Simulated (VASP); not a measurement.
# InSe (P6_3/mmc) in VASP: relaxation of cell and atoms with PBE

Aim: the relaxation of cell and atoms of InSe with PBE.

Program: VASP 6.6.1. These are calculated values, not measurements. Logs are shortened: lines on timing, memory, paths and dates and some standing lists are left out, and cuts for length are marked.

## 1. The cell of the first run

It takes space group P6_3/mmc (No. 194, hexagonal). The conventional cell has a = 4.050 Å, b = 4.050 Å, c = 16.930 Å, α = 90.00°, β = 90.00°, γ = 120.00°. In (site symmetry 3m) has 3 Se at 2.52 Å and 1 In at 3.15 Å within 3.3 Å. Se (site symmetry 3m) has 3 In at 2.52 Å within 3.3 Å.

## 2. Relaxation of cell and atoms, PBE

File INCAR:

```
SYSTEM = InSe
  PREC = Accurate
  ENCUT = 600
  EDIFF = 1E-6
  ISMEAR = -1
  SIGMA = 0.05
  LREAL = .False.
  LASPH = .True.
  NELM = 60
  ALGO = Normal
  ISIF = 3
  LWAVE = .False.
  LCHARG = .False.
  GGA = PE
  IBRION = 2
  NSW = 60
  EDIFFG = -0.01
```

File KPOINTS:

```
Automatic mesh
0
Gamma
  8 8 2
  0 0 0
```

File POSCAR:

```
InSe
1.0
    4.0500000000      0.0000000000      0.0000000000
   -2.0250000000      3.5074028853      0.0000000000
    0.0000000000      0.0000000000     16.9300000000
In Se
4 4
Direct
    0.6666666667      0.3333333333      0.8430000000
    0.3333333333      0.6666666667      0.3430000000
    0.6666666667      0.3333333333      0.6570000000
    0.3333333333      0.6666666667      0.1570000000
    0.6666666667      0.3333333333      0.3980000000
    0.3333333333      0.6666666667      0.8980000000
    0.6666666667      0.3333333333      0.1020000000
    0.3333333333      0.6666666667      0.6020000000
```

Potentials or basis: VASP PAW PBE potentials, release 64 (In_d, Se).

The run is started by

```console
cat potpaw_PBE.64/In_d/POTCAR potpaw_PBE.64/Se/POTCAR > POTCAR
mpirun -np 1 vasp_std > vasp.out
```

OUTCAR:

```text
SYSTEM = InSe
   PREC = Accurate
   ENCUT = 600
   EDIFF = 1E-6
   ISMEAR = -1
   LREAL = .False.
   LASPH = .True.
   NELM = 60
   ISIF = 3
   GGA = PE
   IBRION = 2
   NSW = 60
   EDIFFG = -0.01

 ion  position               nearest neighbor table
   1  0.667  0.333  0.843-   6 2.52   6 2.52   6 2.52   3 3.15
   2  0.333  0.667  0.343-   5 2.52   5 2.52   5 2.52   4 3.15
   3  0.667  0.333  0.657-   8 2.52   8 2.52   8 2.52   1 3.15
   4  0.333  0.667  0.157-   7 2.52   7 2.52   7 2.52   2 3.15
   5  0.667  0.333  0.398-   2 2.52   2 2.52   2 2.52
   6  0.333  0.667  0.898-   1 2.52   1 2.52   1 2.52
   7  0.667  0.333  0.102-   4 2.52   4 2.52   4 2.52
   8  0.333  0.667  0.602-   3 2.52   3 2.52   3 2.52

  LATTYP: Found a hexagonal cell.
 ALAT       =     4.0500000000
 C/A-ratio  =     4.1802469136

  Lattice vectors:

 A1 = (   4.0500000000,   0.0000000000,   0.0000000000)
 A2 = (  -2.0250000000,   3.5074028853,   0.0000000000)
 A3 = (   0.0000000000,   0.0000000000,  16.9300000000)

Analysis of symmetry for initial positions (statically):
=====================================================================
 Subroutine PRICEL returns:
 Original cell was already a primitive cell.

 Routine SETGRP: Setting up the symmetry group for a
 hexagonal supercell.

 Subroutine GETGRP returns: Found 24 space group operations
 (whereof 12 operations were pure point group operations)
 out of a pool of 24 trial point group operations.

The static configuration has the point symmetry D_3d.
 The point group associated with its full space group is D_6h.

Analysis of symmetry for dynamics (positions and initial velocities):
=====================================================================
 Subroutine PRICEL returns:
 Original cell was already a primitive cell.

 Routine SETGRP: Setting up the symmetry group for a
 hexagonal supercell.

 Subroutine GETGRP returns: Found 24 space group operations
 (whereof 12 operations were pure point group operations)
 out of a pool of 24 trial point group operations.

The dynamic configuration has the point symmetry D_3d.
 The point group associated with its full space group is D_6h.

 Subroutine INISYM returns: Found 24 space group operations
 (whereof 12 operations are pure point group operations),
 and found     1 'primitive' translations

----------------------------------------------------------------------------------------

                                     Primitive cell

  volume of cell :     240.4903

  direct lattice vectors                    reciprocal lattice vectors
     4.050000000  0.000000000  0.000000000     0.246913580  0.142555622  0.000000000
    -2.025000000  3.507402885  0.000000000     0.000000000  0.285111244  0.000000000
     0.000000000  0.000000000 16.930000000     0.000000000  0.000000000  0.059066745

  length of vectors
     4.050000000  4.050000000 16.930000000     0.285111244  0.285111244  0.059066745

  position of ions in fractional coordinates (direct lattice)
     0.666666667  0.333333333  0.843000000
     0.333333333  0.666666667  0.343000000
     0.666666667  0.333333333  0.657000000
     0.333333333  0.666666667  0.157000000
     0.666666667  0.333333333  0.398000000
     0.333333333  0.666666667  0.898000000
     0.666666667  0.333333333  0.102000000
     0.333333333  0.666666667  0.602000000

  ion indices of the primitive-cell ions
   primitive index   ion index
                 1           1
                 2           2
                 3           3
                 4           4
                 5           5
                 6           6
                 7           7
                 8           8

----------------------------------------------------------------------------------------

 KPOINTS: Automatic mesh

Automatic generation of k-mesh.
 Grid dimensions read from file:
 generate k-points for:    8    8    2

 Generating k-lattice:

  Cartesian coordinates                     Fractional coordinates (reciprocal lattice)
     0.030864198  0.017819453  0.000000000     0.125000000 -0.000000000  0.000000000
     0.000000000  0.035638906  0.000000000     0.000000000  0.125000000  0.000000000
     0.000000000  0.000000000  0.029533373     0.000000000  0.000000000  0.500000000

  Length of vectors
     0.035638906  0.035638906  0.029533373

  Shift w.r.t. Gamma in fractional coordinates (k-lattice)
     0.000000000  0.000000000  0.000000000

 Subroutine IBZKPT returns following result:
 ===========================================

 Found     20 irreducible k-points:

 Following reciprocal coordinates:
            Coordinates               Weight
  0.000000  0.000000  0.000000      1.000000
  0.125000  0.000000  0.000000      6.000000
  0.250000  0.000000  0.000000      6.000000
  0.375000  0.000000  0.000000      6.000000
  0.500000  0.000000  0.000000      3.000000
  0.125000  0.125000  0.000000      6.000000
[... 12 lines left out ...]
  0.250000  0.250000  0.500000      6.000000
  0.375000  0.250000  0.500000      6.000000
   k-points           NKPTS =     20   k-points in BZ     NKDIM =     20   number of bands    NBANDS=     45
   number of dos      NEDOS =    301   number of ions     NIONS =      8
   total plane-waves  NPLWV = 143360
   dimension x,y,z NGX =    32 NGY =   32 NGZ =  140
   dimension x,y,z NGXF=    64 NGYF=   64 NGZF=  280
   ions per type =               4   4
   NGX,Y,Z   is equivalent  to a cutoff of  13.14, 13.14, 13.75 a.u.
   NGXF,Y,Z  is equivalent  to a cutoff of  26.27, 26.27, 27.49 a.u.
 SYSTEM =  InSe
   PREC   = accura    normal or accurate (medium, high low for compatibility)
   ISTART =      0    job   : 0-new  1-cont  2-samecut
   ICHARG =      2    charge: 1-file 2-atom 10-const
   ISPIN  =      1    spin polarized calculation?
   LNONCOLLINEAR =      F non collinear calculations
   LSORBIT =      F    spin-orbit coupling
   LASPH  =      T    aspherical Exc in radial PAW
   ENCUT  =  600.0 eV  44.10 Ry    6.64 a.u.   8.09  8.09 33.81*2*pi/ulx,y,z
   NELM   =     60;   NELMIN=  2; NELMDL= -5     # of ELM steps
   EDIFF  = 0.1E-05   stopping-criterion for ELM
   LREAL  =      F    real-space projection
   EDIFFG = -.1E-01   stopping-criterion for IOM
   NSW    =     60    number of steps for IOM
   IBRION =      2    ionic relax: 0-MD 1-quasi-New 2-CG
   NFREE  =      1    steps in history (QN), initial steepest desc. (CG)
   ISIF   =      3    stress and relaxation
   ISYM   =      2    0-nonsym 1-usesym 2-fastsym
   POTIM  = 0.5000    time-step for ionic-motion
   TEBEG  =    0.0;   TEEND  =   0.0 temperature during run
   PSTRESS=    0.0 pullay stress
   NELECT =      76.0000    total number of electrons
   NUPDOWN=      -1.0000    fix difference up-down
   EMIN   =  10.00;   EMAX   =-10.00  energy-range for DOS
   EFERMI =   0.00;   METHOD = LEGACY
   ISMEAR =    -1;   SIGMA  =   0.05  broadening in eV -4-tet -1-fermi 0-gaus
   EFERMI_NEDOS =   21; number of points for ismear=-14 and -15
   IALGO  =     38    algorithm
   IMIX   =      4    mixing-type and parameters
     AMIX     =   0.40;   BMIX     =  1.00
     AMIX_MAG =   1.60;   BMIX_MAG =  1.00
  volume/ion in A,a.u.               =      30.06       202.86
  Fermi-wavevector in a.u.,A,eV,Ry     =   1.115099  2.107232 16.918111  1.243446
  Thomas-Fermi vector in A             =   2.251701
   LORBIT       =      0    0 simple, 1 ext, 2 COOP (PROOUT), +10 PAW based schemes
   GGA     = PE    functional components
   LHFCALC =     F    Hartree Fock is set to
   AEXX    =    0.0000 exact exchange contribution
   IVDW    =     0    specifies the selected vdW correction
   LEPSILON=     F    determine dielectric tensor
   LRPA    =     F    only Hartree local field effects (RPA)
 conjugate gradient relaxation of ions
 non-spin polarized calculation
  energy-cutoff  :      600.00
  volume of cell :      240.49
 maximum number of plane-waves:      8054
   NGX = 17   NGY = 17   NGZ = 67

--------------------------------------- Ionic step        1  -------------------------------------------

 number of electron      75.9999998 magnetization

 Free energy of the ion-electron system (eV)
  ---------------------------------------------------
  ext. energy  EPLUGINS =         0.00000000
  ---------------------------------------------------
  free energy    TOTEN  =       -26.50717314 eV

  energy without entropy =      -26.50463958  energy(sigma->0) =      -26.50590636

------------------------ aborting loop because EDIFF is reached ----------------------------------------

  FORCE on cell =-STRESS in cart. coord.  units (eV):
  Direction    XX          YY          ZZ          XY          YZ          ZX
  --------------------------------------------------------------------------------------
  -------------------------------------------------------------------------------------
  Total       15.8713855     15.8713855      2.8485127      0.0000000      0.0000000      0.0000000
  in kB      105.7371954    105.7371954     18.9771552      0.0000000      0.0000000      0.0000000
  external PRESSURE =      76.8171820 kB  Pullay stress =       0.0000000 kB
[... 107 lines left out ...]
  FREE ENERGIE OF THE ION-ELECTRON SYSTEM (eV)
  ---------------------------------------------------
  free  energy   TOTEN  =       -28.0767974624 eV

  energy  without entropy=      -28.0746374357  energy(sigma->0) =      -28.07571745

[... ionic steps 4 to 25 ...]

--------------------------------------- Ionic step       26  -------------------------------------------

 number of electron      75.9999995 magnetization

------------------------ aborting loop because EDIFF is reached ----------------------------------------

  FORCE on cell =-STRESS in cart. coord.  units (eV):
  Direction    XX          YY          ZZ          XY          YZ          ZX
  --------------------------------------------------------------------------------------
  -------------------------------------------------------------------------------------
  Total        0.2078846      0.2078846      0.0642696      0.0000000     -0.0000000      0.0000000
  in kB        1.2572051      1.2572051      0.3886774      0.0000000     -0.0000000      0.0000000
  external PRESSURE =       0.9676958 kB  Pullay stress =       0.0000000 kB
[... 69 lines left out ...]
  energy  without entropy=      -28.4454015899  energy(sigma->0) =      -28.44541453

--------------------------------------- Ionic step       28  -------------------------------------------

 number of electron      75.9999992 magnetization

 Free energy of the ion-electron system (eV)
  ---------------------------------------------------
  ext. energy  EPLUGINS =         0.00000000
  ---------------------------------------------------
  free energy    TOTEN  =       -28.44568551 eV

  energy without entropy =      -28.44566152  energy(sigma->0) =      -28.44567351

 E-fermi :   3.0492     XC(G=0):  -8.2432

 val. band max:        2.6781107442   @ k =   0.0000   0.0000   0.0000
 cond. band min:       3.3637177135   @ k =   0.0000   0.0000   0.0000
 fundamental gap:      0.6856069693
 Fermi energy:         3.0492102417

 k-point     1 :       0.0000    0.0000    0.0000
  band No.  band energies     occupation
      1     -11.7515      2.00000
      2     -11.7515      2.00000
      3     -11.5812      2.00000
      4     -11.5812      2.00000
      5     -11.5812      2.00000
      6     -11.5812      2.00000
[... 984 lines left out ...]
  FREE ENERGIE OF THE ION-ELECTRON SYSTEM (eV)
  ---------------------------------------------------
  free  energy   TOTEN  =       -28.4456855073 eV

  energy  without entropy=      -28.4456615219  energy(sigma->0) =      -28.44567351

 reached required accuracy - stopping structural energy minimisation
```

It took 51 min on 1 thread of Intel Xeon 6975P-C (Granite Rapids), shared host; peak memory 0.54 GiB.

What came out:

```yaml
Free_energy: -28.4457 eV
Relaxed_volume: 33.18 Å³/atom
Relaxed_cell: a = 4.086 Å, b = 4.086 Å, c = 18.356 Å, α = 90.00°, β = 90.00°, γ = 120.00°
Space_group_after_relaxing_to_0.1_Å: P6_3/mmc (No. 194)
Energy_gained_by_relaxing: 242.3 meV/atom
Ionic_steps: 28
Pressure_after_relaxing: 0.0 GPa
Largest_force_after_relaxing: 0.004 eV/Å
Band_gap_on_the_k_mesh: 0.69 eV
```

Forces on the atoms (eV/Å):
```
In   0.000  0.000  0.004
In   0.000  0.000  0.004
In   0.000  0.000 -0.004
In   0.000  0.000 -0.004
Se   0.000  0.000 -0.004
Se   0.000  0.000 -0.004
Se   0.000  0.000  0.004
Se   0.000  0.000  0.004
```

The path:
| step | energy change (eV) | largest force (eV/Å) | pressure (GPa) | volume (Å³) |
| --- | --- | --- | --- | --- |
| 1 | 0.0000 | 2.8927 | 7.68 | 240.49 |
| 2 | -1.1714 | 0.4668 | -4.10 | 293.69 |
| 3 | -1.5696 | 0.7919 | -1.47 | 273.14 |
| 4 | -1.7534 | 0.4148 | -0.92 | 264.44 |
| 5 | -1.8207 | 0.1428 | -0.12 | 255.78 |
| 6 | -1.8877 | 0.1036 | 0.38 | 251.60 |
| 7 | -1.9010 | 0.1335 | 0.81 | 248.38 |
| 8 | -1.9070 | 0.1975 | -0.40 | 253.84 |
| 9 | -1.9134 | 0.0726 | 0.08 | 251.56 |
| 10 | -1.9150 | 0.0707 | 0.04 | 252.17 |
| 11 | -1.9168 | 0.0664 | -0.04 | 253.26 |
| 12 | -1.9166 | 0.0583 | -0.19 | 255.45 |
| 13 | -1.9174 | 0.0629 | -0.10 | 254.23 |
| 14 | -1.9183 | 0.0504 | -0.07 | 254.36 |
| 15 | -1.9202 | 0.0313 | 0.02 | 254.74 |
| 16 | -1.9212 | 0.1203 | 0.19 | 255.50 |
| 17 | -1.9213 | 0.0978 | 0.13 | 255.31 |
| 18 | -1.9228 | 0.0976 | 0.10 | 255.90 |
| 19 | -1.9264 | 0.0985 | 0.00 | 257.68 |
| 20 | -1.9305 | 0.0976 | -0.19 | 261.24 |
| 21 | -1.9293 | 0.0912 | -0.53 | 268.36 |
| 22 | -1.9316 | 0.0950 | -0.32 | 263.90 |
| 23 | -1.9337 | 0.0836 | -0.25 | 264.09 |
| 24 | -1.9377 | 0.0477 | -0.03 | 264.66 |
| 25 | -1.9337 | 0.0444 | 0.45 | 265.72 |
| 26 | -1.9383 | 0.0264 | 0.10 | 264.93 |
| 27 | -1.9383 | 0.0275 | 0.09 | 264.91 |
| 28 | -1.9385 | 0.0040 | 0.03 | 265.46 |

Final structure:
```xyz
8
Lattice="4.0865 0.0000 0.0000 -2.0432 3.5390 0.0000 0.0000 0.0000 18.3558" Properties=species:S:1:pos:R:3 pbc="T T T"
In    2.0432    1.1797   15.1794
In    0.0000    2.3593    6.0015
In    2.0432    1.1797   12.3543
In    0.0000    2.3593    3.1764
Se    2.0432    1.1797    7.2772
Se    0.0000    2.3593   16.4551
Se    2.0432    1.1797    1.9007
Se    0.0000    2.3593   11.0787
```

Caveat: spin-orbit coupling is left out, which moves the levels of the heavy elements; this functional lacks dispersion, which binds layers or chains, so the pressure and a relaxed spacing across them are unreliable. A k mesh can miss the band edges.
